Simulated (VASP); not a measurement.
# TiB6 (Im-3m) in VASP: further runs, part 3 of 3

VASP 6.6.1.

### Step 6. Single point, PBE

This run uses another cell than the first one, of 14.98 Å³/atom, 1.298 times its volume.

File INCAR:

```
  PREC = Accurate
  ENCUT = 520
  EDIFF = 1E-6
  ISMEAR = 0
  SIGMA = 0.1
  LREAL = F
  LASPH = T
  NELM = 100
  ALGO = Normal
  ISIF = 2
  LWAVE = F
  LCHARG = T
  GGA = PE
  LELF = T
  LVHAR = T
  NBANDS = 24
```

File KPOINTS:

```
regular mesh
0
Gamma
  10 10 10
```

File POSCAR:

```
TiB6
1.0
   -2.9703725170      2.9703725170      2.9703725170
    2.9703725170     -2.9703725170      2.9703725170
    2.9703725170      2.9703725170     -2.9703725170
Ti B
1 6
Direct
    0.0000000000      0.0000000000      0.0000000000
    0.6360425953      0.6360425953      0.0000000000
    0.3639574047      0.3639574047      0.0000000000
    0.0000000000      0.3639574047      0.3639574047
    0.0000000000      0.6360425953      0.6360425953
    0.6360425953      0.0000000000      0.6360425953
    0.3639574047      0.0000000000      0.3639574047
```

Potentials or basis: VASP PAW PBE potentials, release 64 (Ti_sv, B).

Command:

```sh
cat potpaw_PBE.64/Ti_sv/POTCAR potpaw_PBE.64/B/POTCAR > POTCAR
mpirun -np 1 vasp_std > vasp.out
```

OUTCAR:

```text
PREC = Accurate
   ENCUT = 520
   EDIFF = 1E-6
   ISMEAR = 0
   LREAL = F
   LASPH = T
   NELM = 100
   ISIF = 2
   GGA = PE

 ion  position               nearest neighbor table
   1  0.000  0.000  0.000-   2 2.16   3 2.16   4 2.16   5 2.16   6 2.16   7 2.16
   2  0.636  0.636  0.000-   3 1.62   1 2.16
   3  0.364  0.364  0.000-   2 1.62   1 2.16
   4  0.000  0.364  0.364-   5 1.62   1 2.16
   5  0.000  0.636  0.636-   4 1.62   1 2.16
   6  0.636  0.000  0.636-   7 1.62   1 2.16
   7  0.364  0.000  0.364-   6 1.62   1 2.16

[... 856 lines left out ...]
  -------------------------------------------------------------------------------------
  Total       -0.0821938     -0.0821938     -0.0821938     -0.0000000     -0.0000000      0.0000000
  in kB       -1.2561947     -1.2561947     -1.2561947     -0.0000000     -0.0000000      0.0000000
  external PRESSURE =      -1.2561947 kB  Pullay stress =       0.0000000 kB

 VOLUME and BASIS-vectors are now :
 -----------------------------------------------------------------------------
  energy-cutoff  :      520.00
  volume of cell :      104.83
      direct lattice vectors                 reciprocal lattice vectors
    -2.970372517  2.970372517  2.970372517     0.000000000  0.168329055  0.168329055
     2.970372517 -2.970372517  2.970372517     0.168329055  0.000000000  0.168329055
     2.970372517  2.970372517 -2.970372517     0.168329055  0.168329055  0.000000000

 POSITION                                       TOTAL-FORCE (eV/Angst)
 -----------------------------------------------------------------------------------
      0.00000      0.00000      0.00000         0.000000     -0.000000      0.000000
      0.00000      0.00000      3.77857         0.000000     -0.000000      0.017143
      0.00000      0.00000      2.16218         0.000000     -0.000000     -0.017143
      2.16218      0.00000      0.00000        -0.017143     -0.000000      0.000000
      3.77857      0.00000      0.00000         0.017143     -0.000000      0.000000
      0.00000      3.77857      0.00000         0.000000      0.017143      0.000000
      0.00000      2.16218      0.00000         0.000000     -0.017143      0.000000
 -----------------------------------------------------------------------------------
    total drift:                                0.000000     -0.000000     -0.000000

  FREE ENERGIE OF THE ION-ELECTRON SYSTEM (eV)
  ---------------------------------------------------
  free  energy   TOTEN  =       -34.2623524546 eV

  energy  without entropy=      -34.2364768213  energy(sigma->0) =      -34.24941464
```

OSZICAR:

```text
N       E                     dE             d eps       ncg     rms          rms(c)
DAV:   1     0.185960040951E+03    0.18596E+03   -0.13021E+04  2256   0.115E+03
DAV:   2    -0.189689283331E+02   -0.20493E+03   -0.19415E+03  2504   0.288E+02
DAV:   3    -0.364227302504E+02   -0.17454E+02   -0.16532E+02  3832   0.760E+01
DAV:   4    -0.369966806374E+02   -0.57395E+00   -0.57225E+00  2656   0.131E+01
DAV:   5    -0.370261585955E+02   -0.29478E-01   -0.29471E-01  3520   0.272E+00    0.153E+01
DAV:   6    -0.348887709284E+02    0.21374E+01   -0.14314E+01  3168   0.283E+01    0.716E+00
DAV:   7    -0.344517997467E+02    0.43697E+00   -0.41731E+00  3336   0.152E+01    0.507E+00
DAV:   8    -0.342659574822E+02    0.18584E+00   -0.12759E+00  3056   0.830E+00    0.116E+00
DAV:   9    -0.342626341296E+02    0.33234E-02   -0.16090E-01  3136   0.322E+00    0.410E-01
DAV:  10    -0.342626720517E+02   -0.37922E-04   -0.65772E-03  2640   0.602E-01    0.188E-01
DAV:  11    -0.342623292160E+02    0.34284E-03   -0.33491E-03  3568   0.398E-01    0.822E-02
DAV:  12    -0.342623636533E+02   -0.34437E-04   -0.24694E-04  2512   0.118E-01    0.167E-02
DAV:  13    -0.342623563821E+02    0.72712E-05   -0.74142E-05  3416   0.594E-02    0.248E-02
DAV:  14    -0.342623528795E+02    0.35026E-05   -0.13848E-05  2904   0.331E-02    0.769E-03
DAV:  15    -0.342623524546E+02    0.42493E-06   -0.25021E-06  2752   0.109E-02
   1 F= -.34262352E+02 E0= -.34249415E+02  d E =-.258756E-01
```

It took 1.9 min on 1 thread of Intel Xeon Platinum 8259CL at 2.50GHz (Skylake/Cascade Lake), shared host; peak memory 0.3 GiB.

Results:

```
Free energy            : -34.2624 eV
Pressure               : -0.1 GPa
Largest force          : 0.017 eV/Å
Band gap on the k mesh : zero (band 15 reaches 2.07 eV, above the bottom of band 16 at 0.39 eV)
```

Forces in eV/Å, atoms in the order of the input:
```
Ti   0.000  0.000  0.000
B    0.000  0.000  0.017
B    0.000  0.000 -0.017
B   -0.017  0.000  0.000
B    0.017  0.000  0.000
B    0.000  0.017  0.000
B    0.000 -0.017  0.000
```

### Step 7. Relaxation of cell and atoms, PBE

This run uses another cell than the first one, of 14.88 Å³/atom, 1.290 times its volume.

File INCAR:

```
SYSTEM = TiB6
PREC = Accurate ; ENCUT = 600
EDIFF = 1E-7 ; ISMEAR = 0
SIGMA = 0.1 ; LREAL = .False.
LASPH = .True. ; NELM = 100
ALGO = Normal ; ISIF = 3
LWAVE = .False. ; LCHARG = .False.
GGA = PE ; IBRION = 2
NSW = 100 ; EDIFFG = -0.01
```

File KPOINTS:

```
regular mesh
0
Gamma
  10 10 10
  0 0 0
```

File POSCAR:

```
TiB6
1.0
   -2.9641086614      2.9641086614      2.9641086614
    2.9641086614     -2.9641086614      2.9641086614
    2.9641086614      2.9641086614     -2.9641086614
Ti B
1 6
Direct
    0.0000000000      0.0000000000      0.0000000000
    0.6363773736      0.6363773736      0.0000000000
    0.3636226264      0.3636226264      0.0000000000
    0.0000000000      0.3636226264      0.3636226264
    0.0000000000      0.6363773736      0.6363773736
    0.6363773736      0.0000000000      0.6363773736
    0.3636226264      0.0000000000      0.3636226264
```

Command:

```sh
cat potpaw_PBE.64/Ti_sv/POTCAR potpaw_PBE.64/B/POTCAR > POTCAR
mpirun -np 1 vasp_std > vasp.out
```

Wall time 6.6 min (1 thread of Intel Xeon Platinum 8259CL at 2.50GHz (Skylake/Cascade Lake), shared host); peak memory 0.33 GiB.

The run converged. Its results:

| Quantity | Value |
| --- | --- |
| Free energy | -34.2647 eV |
| Relaxed volume | 14.95 Å³/atom |
| Relaxed cell | a = 5.142 Å, b = 5.142 Å, c = 5.142 Å, α = 109.47°, β = 109.47°, γ = 109.47° |
| Space group after relaxing (to 0.05 Å) | Im-3m (No. 229) |
| Energy gained by relaxing | 0.1 meV/atom |
| Ionic steps | 5 |
| Pressure after relaxing | 0.0 GPa |

Step by step:
```csv
step,energy change (eV),largest force (eV/Å),pressure (GPa),volume (Å³)
1,0.0000,0.0541,0.31,104.17
2,-0.0005,0.0518,0.07,104.60
3,-0.0006,0.0230,0.13,104.48
4,-0.0007,0.0143,-0.08,104.74
5,-0.0007,0.0004,0.00,104.64
```

Final structure:
```xyz
7
Lattice="-2.9686 2.9686 2.9686 2.9686 -2.9686 2.9686 2.9686 2.9686 -2.9686" Properties=species:S:1:pos:R:3 pbc="T T T"
Ti    0.0000    0.0000    0.0000
B     0.0000    0.0000    3.7767
B     0.0000    0.0000    2.1604
B     2.1604    0.0000    0.0000
B     3.7767    0.0000    0.0000
B     0.0000    3.7767    0.0000
B     0.0000    2.1604    0.0000
```

Levels at points of the mesh, in eV from the Fermi level:
| k point | band 12 | band 13 | band 14 | band 15 | band 16 | band 17 | band 18 | band 19 |
| --- | --- | --- | --- | --- | --- | --- | --- | --- |
| (0.00, 0.00, 0.00) | -1.26 | -1.26 | -1.26 | -1.17 | -1.17 | -0.06 | -0.06 | -0.06 |
| (0.50, 0.00, 0.00) | -1.34 | -1.09 | -0.82 | -0.09 | 0.85 | 0.89 | 1.34 | 2.00 |
| (0.50, 0.50, 0.50) | -1.15 | -1.15 | 0.51 | 0.51 | 0.51 | 0.83 | 0.83 | 0.83 |

Caveat: the bands computed are all filled at some k points, so no gap is given.

### Step 8. The runs side by side

| task | spin | cell | k mesh | cutoff (eV) | gap on the mesh (eV) | pressure (GPa) | relaxed volume (Å³/atom) | largest force (eV/Å) |
| --- | --- | --- | --- | --- | --- | --- | --- | --- |
| single point | off | a = 4.717 Å, angles 109.5°, 7 atoms | 4 × 4 × 4 | 520 | none | 48.8 | - | 10.39 |
| single point | off | a = 5.134 Å, angles 109.5°, 7 atoms | 4 × 4 × 4 | 520 | none | 0.2 | - | 0.03 |
| relaxation of cell and atoms | off | relaxed from a = 4.717 Å, angles 109.5°, 7 atoms | 4 × 4 × 4 | 600 | - | 0.0 | 14.91 | - |
| single point | collinear, ferromagnetic start | a = 5.134 Å, angles 109.5°, 7 atoms | 4 × 4 × 4 | 520 | none | 0.2 | - | 0.03 |
| single point | off | a = 5.145 Å, angles 109.5°, 7 atoms | 10 × 10 × 10 | 520 | none | -0.1 | - | 0.02 |
| relaxation of cell and atoms | off | relaxed from a = 5.134 Å, angles 109.5°, 7 atoms | 10 × 10 × 10 | 600 | - | 0.0 | 14.95 | - |

Alike in all rows: level PBE; potentials or basis VASP PAW PBE potentials, release 64 (Ti_sv, B); smearing gaussian 0.1 eV.

Caveats: some runs use coarse meshes; the bands computed are all filled at some k points, so no gap is given (some runs); forces of over 1 eV/Å act on the atoms, so gaps and moduli don't describe the material at rest (some runs); the volume moved by over 15 % at a fixed basis, so the end points are rough (some runs).

Absolute energies hang on the potentials; compare differences alone.
